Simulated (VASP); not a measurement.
A run of VASP 6.6.1 is set up as follows.

The input POSCAR:

```
C
1.0
    0.0000000000      1.7912675934      1.7912675934
    1.7801417077      0.0111258857      1.7801417077
    1.7801417077      1.7801417077      0.0111258857
C
2
Direct
    0.5000000000      0.5000000000      0.5000000000
    0.7500000000      0.7500000000      0.7500000000
```

File INCAR.step1:

```
  PREC = Accurate
  ENCUT = 910
  ISMEAR = 0
  SIGMA = 0.05
  LREAL = False
  LASPH = True
  NELM = 120
  NBANDS = 11
  GGA = PE
  ALGO = Normal
  EDIFF = 1E-5
  LWAVE = True
  LCHARG = False
  GGA_COMPAT = False
```

File INCAR.step2:

```
  PREC = Accurate
  ENCUT = 910
  EDIFF = 1E-6
  ISMEAR = 0
  SIGMA = 0.05
  LREAL = False
  LASPH = True
  NELM = 120
  ALGO = Normal
  ISIF = 2
  LWAVE = False
  LCHARG = False
  METAGGA = R2SCAN
  LMIXTAU = True
  NBANDS = 11
  ISTART = 1
  GGA_COMPAT = False
```

File KPOINTS:

```
regular mesh
0
Gamma
  12 12 12
```

Potentials or basis: VASP PAW PBE potentials, release 64 (C_h).

The run is started by

```sh
$ cat potpaw_PBE.64/C_h/POTCAR > POTCAR
$ cp INCAR.step1 INCAR
$ mpirun -np 1 vasp_std > vasp.out
$ cp INCAR.step2 INCAR
$ mpirun -np 1 vasp_std > vasp.out
```

**Question.** What does it give for the band gap on the k mesh?

**Answer.** 4.37 eV, indirect (least direct gap 5.70 eV).

**Question.** Estimate the largest force.

**Answer.** 0.026 eV/Å.

Stress tensor (GPa, compression positive):
```
-0.83  0.00  0.00
 0.00 -0.72 -7.36
 0.00 -7.36 -0.72
```

Caveat: the cell differs from its parent crystal (strain +0.0125 x Voigt [0, 0, 0, 1, 0, 0]); the cutoff is under 1.25 times the usual one of these potentials, so pressure, stress and relaxed cells hold a basis-set (Pulay) error; the PAW data sets were made with another functional, which shifts forces and pressure a little. A k mesh can miss the band edges.
